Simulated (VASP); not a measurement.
Input of a VASP 6.6.1 run:

Contents of INCAR:

```
PREC = Accurate ; ENCUT = 520
EDIFF = 1E-6 ; ISMEAR = 0
SIGMA = 0.02 ; LREAL = Auto
LASPH = True ; NELM = 80
ALGO = Normal ; ISIF = 2
LWAVE = False ; LCHARG = True
GGA = PS ; LELF = True
LVHAR = True ; NBANDS = 86
NELECT = 128.0
```

The input KPOINTS:

```
Automatic mesh
0
Gamma
  2 2 2
  0.5 0.5 0.5
```

POSCAR

```
Be16HS16
1.0
   -4.8377076239     -4.8377076239      4.8377076239
    4.8377076239     -4.8377076239     -4.8377076239
    4.8377076239      4.8377076239      4.8377076239
Be S H
16 16 1
Direct
    0.0006413161      0.7510632685      0.2508121810
    0.7481606541      0.7444542498      0.4944146455
    0.2491748352      0.5018295211      0.2474396125
    0.0013059905      0.4998631972      0.4998660911
    0.7481614809      0.4944119583      0.7444575572
    0.4938052660      0.7350050430      0.7350096939
    0.2523534068      0.7463718936     -0.0017646788
    0.7479693444      1.0001541797      0.2610518448
    0.5038524833      0.2474250395      0.2474285536
    0.2491747319      0.2474363052      0.5018329318
    0.0006411094      0.2508097004      0.7510659557
    0.7479719283      0.2610487442      0.0001583395
    0.4992842040      0.4998502779     -0.0011208821
    0.4992844107     -0.0011240861      0.4998543087
    0.2523544403     -0.0017676761      0.7463753043
    0.0277604623     -0.0142100361     -0.0142094160
    0.2561657496      0.7511521536      0.7511556676
   -0.0005775463      0.7419969909     -0.0035794846
    0.5011008702      0.4971308080      0.7483862774
    0.2501795466      0.4981570172     -0.0012552433
    0.0007497353      0.5016556784      0.2504656325
    0.7496343892      0.7487889475      0.2475174386
    0.5011011802      0.7483834869      0.4971353556
   -0.0005772362     -0.0035821718      0.7419983346
    0.7496345960      0.2475148548      0.7487923582
    0.4972007792      0.2497122798     -0.0022074505
    0.2488977412      0.2488840983      0.2488868889
    0.0007493218      0.2504625319      0.5016581589
    0.7495802314      0.4973102318      0.4973131258
    0.7461069954      0.0103290657      0.0103320630
    0.4971998490     -0.0022108612      0.2497160006
    0.2501796500     -0.0012582406      0.4981603245
   -0.0426133648      0.1161094352      0.1161243183
```

Potentials or basis: VASP PAW PBE potentials, release 64 (Be, S, H).

Run with:

```console
$ cat potpaw_PBE.64/Be/POTCAR potpaw_PBE.64/S/POTCAR potpaw_PBE.64/H/POTCAR > POTCAR
$ mpirun -np 1 vasp_std > vasp.out
```

Task: Predict the largest force.

Result: 0.261 eV/Å.

Forces in eV/Å, atoms in the order of the input:
```
Be  -0.001 -0.002  0.008
Be  -0.004  0.001  0.008
Be  -0.026  0.015  0.014
Be   0.000 -0.008  0.008
Be  -0.004 -0.008 -0.001
Be  -0.035  0.014 -0.015
Be   0.004 -0.001  0.008
Be   0.029  0.020  0.009
Be   0.035  0.007 -0.007
Be  -0.026 -0.014 -0.015
Be  -0.001 -0.008  0.002
Be   0.029 -0.009 -0.020
Be   0.007 -0.005 -0.002
Be   0.007  0.002  0.005
Be   0.004 -0.008  0.001
Be  -0.023 -0.112  0.112
S    0.003 -0.011  0.011
S    0.003 -0.001  0.000
S   -0.003 -0.002  0.010
S   -0.006 -0.005  0.004
S    0.000 -0.006  0.009
S   -0.004 -0.003 -0.003
S   -0.003 -0.010  0.002
S    0.003  0.000  0.001
S   -0.004  0.003  0.003
S    0.017  0.001 -0.011
S   -0.042 -0.031  0.031
S    0.000 -0.009  0.006
S   -0.001 -0.022  0.022
S    0.053  0.018 -0.018
S    0.017  0.011 -0.001
S   -0.006 -0.004  0.005
H   -0.020  0.184 -0.184
```

Caveat: the cell carries a net charge on a neutralising background, which shifts energy and pressure; the PAW data sets were made with another functional, which shifts forces and pressure a little.
